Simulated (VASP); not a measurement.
Crystal: Au.

```
Au
1.0
     3.92841    0.00000    0.00000
     0.00000    3.92841    0.00000
     0.00000    0.00000    3.92841
Au
3
Direct
  0.50000 0.00000 0.00000
  0.00000 0.50000 0.00000
  0.00000 0.00000 0.50000
```

* Program: VASP 6.6.1
* Task: relaxation of cell and atoms
* Functional: PBE
* Potentials or basis: VASP PAW PBE potentials, release 64 (Au)
* Cutoff: 600 eV
* k mesh: 4 × 4 × 4
* Occupations: gaussian, width 0.1 eV
* Spin: no spin polarisation

At the start: pressure 4.4 GPa; volume 20.21 Å³/atom.

Where does the relaxation end?

Over 3 steps the energy falls by 9.7 meV/atom and the volume is 20.94 Å³/atom (+3.6 %); space group Pm-3m (No. 221, to 0.05 Å).

The path:
```
step  energy change (eV)  largest force (eV/Å)  pressure (GPa)  volume (Å³)
   1              0.0000                0.0000            4.43        60.62
   2              0.0133                0.0000           -4.53        65.66
   3             -0.0290                0.0000           -0.03        62.82
```

Final structure:
```
Au
1.0
     3.97534    0.00000    0.00000
     0.00000    3.97534    0.00000
     0.00000    0.00000    3.97534
Au
3
Direct
  0.50000 0.00000 0.00000
  0.00000 0.50000 0.00000
  0.00000 0.00000 0.50000
```

Caveat: the k points lie up to 0.40 Å⁻¹ apart in the final cell.
